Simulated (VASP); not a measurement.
# SrO in VASP: further runs

SrO is run at these levels: PBE; tasks: single point.

Everything below comes from runs of VASP 6.6.1. Logs are shortened: lines on timing, memory, paths and dates and some standing lists are left out, and cuts for length are marked.

## 1. The cell of the first run

The structure is hexagonal, space group P6_3mc (No. 186). Conventional cell: a = 4.332 Å, b = 4.332 Å, c = 5.223 Å, α = 90.00°, β = 90.00°, γ = 120.00°. Sr (site symmetry 3m) has 5 O at 2.50 to 2.62 Å within 3.3 Å. O (site symmetry 3m) has 5 Sr at 2.50 to 2.62 Å within 3.3 Å.

## 2. Single point, PBE

INCAR reads:

```
SYSTEM = SrO
PREC     = Accurate       ! precision mode
ENCUT    = 520            ! plane-wave cutoff, eV
EDIFF    = 1E-6           ! SCF threshold, eV
ISMEAR   = -1             ! smearing method
SIGMA    = 0.05           ! smearing width, eV
LREAL    = .FALSE.        ! projectors in reciprocal space
LASPH    = .TRUE.         ! aspherical terms in the spheres
NELM     = 100            ! most SCF steps
ALGO     = Normal         ! electronic algorithm
ISIF     = 2              ! what is computed and relaxed
LWAVE    = .FALSE.        ! write WAVECAR
LCHARG   = .FALSE.        ! write CHGCAR
GGA      = PE             ! functional
NBANDS   = 24             ! bands
```

KPOINTS reads:

```
Automatic mesh
0
G
  7 7 5
  0 0 0
```

POSCAR reads:

```
SrO
1.0
    4.3317288527      0.0000000000      0.0000000000
   -2.1658644264      3.7513872287      0.0000000000
    0.0000000000      0.0000000000      5.2234395464
Sr O
2 2
Direct
    0.6666666667      0.3333333333      0.4381277000
    0.3333333333      0.6666666667      0.9381277000
    0.6666666667      0.3333333333      0.9368723000
    0.3333333333      0.6666666667      0.4368723000
```

Potentials or basis: VASP PAW PBE potentials, release 64 (Sr_sv, O).

On the command line:

```
> cat potpaw_PBE.64/Sr_sv/POTCAR potpaw_PBE.64/O/POTCAR > POTCAR
> mpirun -np 1 vasp_std > vasp.out
```

OUTCAR:

```text
SYSTEM = SrO
   PREC = Accurate
   ENCUT = 520
   EDIFF = 1E-6
   ISMEAR = -1
   LREAL = .FALSE.
   LASPH = .TRUE.
   NELM = 100
   ISIF = 2
   GGA = PE

 ion  position               nearest neighbor table
   1  0.667  0.333  0.438-   4 2.50   4 2.50   4 2.50   3 2.61   3 2.62   2 3.62   2 3.62   2 3.62
                             2 3.62   2 3.62   2 3.62
   2  0.333  0.667  0.938-   3 2.50   3 2.50   3 2.50   4 2.61   4 2.62   1 3.62   1 3.62   1 3.62
                             1 3.62   1 3.62   1 3.62
   3  0.667  0.333  0.937-   2 2.50   2 2.50   2 2.50   1 2.61   1 2.62
   4  0.333  0.667  0.437-   1 2.50   1 2.50   1 2.50   2 2.61   2 2.62

  LATTYP: Found a hexagonal cell.
 ALAT       =     4.3317288527
 C/A-ratio  =     1.2058556119

  Lattice vectors:

 A1 = (   4.3317288527,   0.0000000000,   0.0000000000)
 A2 = (  -2.1658644264,   3.7513872287,   0.0000000000)
 A3 = (   0.0000000000,   0.0000000000,   5.2234395464)

Analysis of symmetry for initial positions (statically):
=====================================================================
 Subroutine PRICEL returns:
 Original cell was already a primitive cell.

 Routine SETGRP: Setting up the symmetry group for a
 hexagonal supercell.

 Subroutine GETGRP returns: Found 12 space group operations
 (whereof  6 operations were pure point group operations)
 out of a pool of 24 trial point group operations.

The static configuration has the point symmetry C_3v.
 The point group associated with its full space group is C_6v.

Analysis of symmetry for dynamics (positions and initial velocities):
=====================================================================
 Subroutine PRICEL returns:
 Original cell was already a primitive cell.

 Routine SETGRP: Setting up the symmetry group for a
 hexagonal supercell.

 Subroutine GETGRP returns: Found 12 space group operations
 (whereof  6 operations were pure point group operations)
 out of a pool of 24 trial point group operations.

The dynamic configuration has the point symmetry C_3v.
 The point group associated with its full space group is C_6v.

 Subroutine INISYM returns: Found 12 space group operations
 (whereof  6 operations are pure point group operations),
 and found     1 'primitive' translations

----------------------------------------------------------------------------------------

                                     Primitive cell

  volume of cell :      84.8809

  direct lattice vectors                    reciprocal lattice vectors
     4.331728853  0.000000000  0.000000000     0.230854708  0.133284028  0.000000000
    -2.165864426  3.751387229  0.000000000     0.000000000  0.266568056  0.000000000
     0.000000000  0.000000000  5.223439546     0.000000000  0.000000000  0.191444735

  length of vectors
     4.331728853  4.331728853  5.223439546     0.266568056  0.266568056  0.191444735

  position of ions in fractional coordinates (direct lattice)
     0.666666667  0.333333333  0.438127700
     0.333333333  0.666666667  0.938127700
     0.666666667  0.333333333  0.936872300
     0.333333333  0.666666667  0.436872300

  ion indices of the primitive-cell ions
   primitive index   ion index
                 1           1
                 2           2
                 3           3
                 4           4

----------------------------------------------------------------------------------------

 KPOINTS: Automatic mesh

Automatic generation of k-mesh.
 Grid dimensions read from file:
 generate k-points for:    7    7    5

 Generating k-lattice:

  Cartesian coordinates                     Fractional coordinates (reciprocal lattice)
     0.032979244  0.019040575  0.000000000     0.142857143  0.000000000  0.000000000
     0.000000000  0.038081151  0.000000000     0.000000000  0.142857143  0.000000000
     0.000000000  0.000000000  0.038288947     0.000000000  0.000000000  0.200000000

  Length of vectors
     0.038081151  0.038081151  0.038288947

  Shift w.r.t. Gamma in fractional coordinates (k-lattice)
     0.000000000  0.000000000  0.000000000

 Subroutine IBZKPT returns following result:
 ===========================================

 Found     24 irreducible k-points:

 Following reciprocal coordinates:
            Coordinates               Weight
  0.000000  0.000000  0.000000      1.000000
  0.142857  0.000000  0.000000      6.000000
  0.285714  0.000000  0.000000      6.000000
  0.428571  0.000000  0.000000      6.000000
  0.142857  0.142857  0.000000      6.000000
  0.285714  0.142857  0.000000     12.000000
[... 16 lines left out ...]
  0.428571  0.142857  0.400000     12.000000
  0.285714  0.285714  0.400000     12.000000
   k-points           NKPTS =     24   k-points in BZ     NKDIM =     24   number of bands    NBANDS=     24
   number of dos      NEDOS =    301   number of ions     NIONS =      4
   total plane-waves  NPLWV =  40960
   dimension x,y,z NGX =    32 NGY =   32 NGZ =   40
   dimension x,y,z NGXF=    64 NGYF=   64 NGZF=   80
   ions per type =               2   2
   NGX,Y,Z   is equivalent  to a cutoff of  12.28, 12.28, 12.73 a.u.
   NGXF,Y,Z  is equivalent  to a cutoff of  24.56, 24.56, 25.46 a.u.
 SYSTEM =  SrO
   PREC   = accura    normal or accurate (medium, high low for compatibility)
   ISTART =      0    job   : 0-new  1-cont  2-samecut
   ICHARG =      2    charge: 1-file 2-atom 10-const
   ISPIN  =      1    spin polarized calculation?
   LNONCOLLINEAR =      F non collinear calculations
   LSORBIT =      F    spin-orbit coupling
   LASPH  =      T    aspherical Exc in radial PAW
   ENCUT  =  520.0 eV  38.22 Ry    6.18 a.u.   8.05  8.05  9.71*2*pi/ulx,y,z
   NELM   =    100;   NELMIN=  2; NELMDL= -5     # of ELM steps
   EDIFF  = 0.1E-05   stopping-criterion for ELM
   LREAL  =      F    real-space projection
   EDIFFG = 0.1E-04   stopping-criterion for IOM
   NSW    =      0    number of steps for IOM
   IBRION =     -1    ionic relax: 0-MD 1-quasi-New 2-CG
   NFREE  =      0    steps in history (QN), initial steepest desc. (CG)
   ISIF   =      2    stress and relaxation
   ISYM   =      2    0-nonsym 1-usesym 2-fastsym
   POTIM  = 0.5000    time-step for ionic-motion
   TEBEG  =    0.0;   TEEND  =   0.0 temperature during run
   PSTRESS=    0.0 pullay stress
   NELECT =      32.0000    total number of electrons
   NUPDOWN=      -1.0000    fix difference up-down
   EMIN   =  10.00;   EMAX   =-10.00  energy-range for DOS
   EFERMI =   0.00;   METHOD = LEGACY
   ISMEAR =    -1;   SIGMA  =   0.05  broadening in eV -4-tet -1-fermi 0-gaus
   EFERMI_NEDOS =   21; number of points for ismear=-14 and -15
   IALGO  =     38    algorithm
   IMIX   =      4    mixing-type and parameters
     AMIX     =   0.40;   BMIX     =  1.00
     AMIX_MAG =   1.60;   BMIX_MAG =  1.00
  volume/ion in A,a.u.               =      21.22       143.20
  Fermi-wavevector in a.u.,A,eV,Ry     =   1.182646  2.234878 19.029823  1.398653
  Thomas-Fermi vector in A             =   2.318896
   LORBIT       =      0    0 simple, 1 ext, 2 COOP (PROOUT), +10 PAW based schemes
   GGA     = PE    functional components
   LHFCALC =     F    Hartree Fock is set to
   AEXX    =    0.0000 exact exchange contribution
   IVDW    =     0    specifies the selected vdW correction
   LEPSILON=     F    determine dielectric tensor
   LRPA    =     F    only Hartree local field effects (RPA)
 non-spin polarized calculation
  energy-cutoff  :      520.00
  volume of cell :       84.88
 maximum number of plane-waves:      2301
   NGX = 17   NGY = 17   NGZ = 19

 number of electron      31.9999998 magnetization

 Free energy of the ion-electron system (eV)
  ---------------------------------------------------
  ext. energy  EPLUGINS =         0.00000000
  ---------------------------------------------------
  free energy    TOTEN  =       -23.89996211 eV

  energy without entropy =      -23.89996211  energy(sigma->0) =      -23.89996211

 E-fermi :   1.7390     XC(G=0):  -8.7727

 val. band max:        0.6143722032   @ k =   0.0000   0.0000   0.0000
 cond. band min:       3.1198402718   @ k =   0.0000   0.0000   0.0000
 fundamental gap:      2.5054680686
 Fermi energy:         1.7390347804

 k-point     1 :       0.0000    0.0000    0.0000
  band No.  band energies     occupation
      1     -31.9575      2.00000
      2     -31.8187      2.00000
      3     -14.4236      2.00000
      4     -14.3698      2.00000
      5     -14.3465      2.00000
      6     -14.0762      2.00000
[... 16 lines left out ...]
     23       8.9136      0.00000
     24       9.2761      0.00000

 k-point     2 :       0.1429    0.0000    0.0000
  band No.  band energies     occupation
      1     -31.9488      2.00000
      2     -31.8221      2.00000
      3     -14.7714      2.00000
      4     -14.7050      2.00000
      5     -14.3823      2.00000
      6     -14.1002      2.00000
[... 16 lines left out ...]
     23       8.8232      0.00000
     24       8.8594      0.00000

 k-point     3 :       0.2857    0.0000    0.0000
  band No.  band energies     occupation
      1     -31.9264      2.00000
      2     -31.8325      2.00000
      3     -15.1842      2.00000
      4     -15.1048      2.00000
      5     -14.2866      2.00000
      6     -14.1497      2.00000
[... 16 lines left out ...]
     23       8.7003      0.00000
     24       9.1478      0.00000
[... 514 lines left out ...]
 k-point    23 :       0.4286    0.1429    0.4000
  band No.  band energies     occupation
      1     -31.8779      2.00000
      2     -31.8664      2.00000
      3     -15.7569      2.00000
      4     -15.7357      2.00000
      5     -14.1057      2.00000
      6     -13.9799      2.00000
[... 16 lines left out ...]
     23       9.2791      0.00000
     24       9.3410      0.00000

 k-point    24 :       0.2857    0.2857    0.4000
  band No.  band energies     occupation
      1     -31.8755      2.00000
      2     -31.8676      2.00000
      3     -15.7643      2.00000
      4     -15.7531      2.00000
      5     -14.1439      2.00000
      6     -14.0094      2.00000
[... 16 lines left out ...]
     23       9.4231      0.00000
     24       9.4545      0.00000

------------------------ aborting loop because EDIFF is reached ----------------------------------------

  FORCE on cell =-STRESS in cart. coord.  units (eV):
  Direction    XX          YY          ZZ          XY          YZ          ZX
  --------------------------------------------------------------------------------------
  -------------------------------------------------------------------------------------
  Total       -0.7152622     -0.7152622     -0.6996127      0.0000000     -0.0000000     -0.0000000
  in kB      -13.5010057    -13.5010057    -13.2056129      0.0000000     -0.0000000     -0.0000000
  external PRESSURE =     -13.4025414 kB  Pullay stress =       0.0000000 kB

 VOLUME and BASIS-vectors are now :
 -----------------------------------------------------------------------------
  energy-cutoff  :      520.00
  volume of cell :       84.88
      direct lattice vectors                 reciprocal lattice vectors
     4.331728853  0.000000000  0.000000000     0.230854708  0.133284028  0.000000000
    -2.165864426  3.751387229  0.000000000     0.000000000  0.266568056  0.000000000
     0.000000000  0.000000000  5.223439546     0.000000000  0.000000000  0.191444735

 POSITION                                       TOTAL-FORCE (eV/Angst)
 -----------------------------------------------------------------------------------
      2.16586      1.25046      2.28853         0.000000     -0.000000     -0.010831
     -0.00000      2.50092      4.90025        -0.000000      0.000000     -0.010831
      2.16586      1.25046      4.89370        -0.000000      0.000000      0.010831
     -0.00000      2.50092      2.28198         0.000000      0.000000      0.010831
 -----------------------------------------------------------------------------------
    total drift:                               -0.000000      0.000000     -0.000035

  FREE ENERGIE OF THE ION-ELECTRON SYSTEM (eV)
  ---------------------------------------------------
  free  energy   TOTEN  =       -23.8999621147 eV

  energy  without entropy=      -23.8999621147  energy(sigma->0) =      -23.89996211
```

It took 56 s on 1 thread of Intel Xeon 8259CL, shared host; peak memory 0.21 GiB.

Results:

```yaml
Free_energy: -23.9000 eV
Pressure: -1.3 GPa
Largest_force: 0.011 eV/Å
Band_gap_on_the_k_mesh: 2.51 eV, direct
```

Forces on the atoms (eV/Å):
```
Sr   0.000  0.000 -0.011
Sr   0.000  0.000 -0.011
O    0.000  0.000  0.011
O    0.000  0.000  0.011
```

A k mesh can miss the band edges. A hybrid or GW would open this gap; PBE tends to underestimate it.

## 3. Single point, PBE

This run uses another cell than the first one, of 21.63 Å³/atom, 1.019 times its volume.

INCAR reads:

```
SYSTEM = SrO
ALGO = Normal
EDIFF = 1E-6
ENCUT = 520
GGA = PE
ISIF = 2
ISMEAR = -1
LASPH = .True.
LCHARG = .True.
LELF = .True.
LREAL = .False.
LVHAR = .True.
LWAVE = .False.
NBANDS = 24
NELM = 100
PREC = Accurate
SIGMA = 0.05
```

KPOINTS reads:

```
k-points
0
Gamma
  7 7 5
  0 0 0
```

POSCAR reads:

```
SrO
1.0
    4.3593202262      0.0000000000      0.0000000000
   -2.1796601131      3.7752820591      0.0000000000
    0.0000000000      0.0000000000      5.2567107590
Sr O
2 2
Direct
    0.6666666667      0.3333333333      0.4381277000
    0.3333333333      0.6666666667      0.9381277000
    0.6666666667      0.3333333333      0.9368723000
    0.3333333333      0.6666666667      0.4368723000
```

Potentials or basis: VASP PAW PBE potentials, release 64 (Sr_sv, O).

On the command line:

```
> cat potpaw_PBE.64/Sr_sv/POTCAR potpaw_PBE.64/O/POTCAR > POTCAR
> mpirun -np 1 vasp_std > vasp.out
```

Wall time 56 s (1 thread of Intel Xeon 8259CL, shared host); peak memory 0.22 GiB.

The run converged. Its results:

* Free energy: -23.8812 eV
* Pressure: -2.5 GPa
* Largest force: 0.009 eV/Å
* Band gap on the k mesh: 2.45 eV, direct

Forces on the atoms (eV/Å):
```
Sr   0.000  0.000 -0.009
Sr   0.000  0.000 -0.009
O    0.000  0.000  0.009
O    0.000  0.000  0.009
```

Stress tensor (GPa, compression positive):
```
-2.46  0.00  0.00
 0.00 -2.46  0.00
 0.00  0.00 -2.55
```

Levels at points of the mesh, in eV from the valence-band top:
```csv
k point,band 12,band 13,band 14,band 15,band 16,band 17,band 18,band 19,band 20,band 21
"(0.00, 0.00, 0.00)",-0.95,-0.85,-0.85,-0.42,0.00,2.45,5.97,5.97,6.79,7.76
```

A k mesh can miss the band edges. Expect the measured gap to be larger: semilocal functionals such as PBE lack the derivative discontinuity.

(Continued in part 2 of 2.)
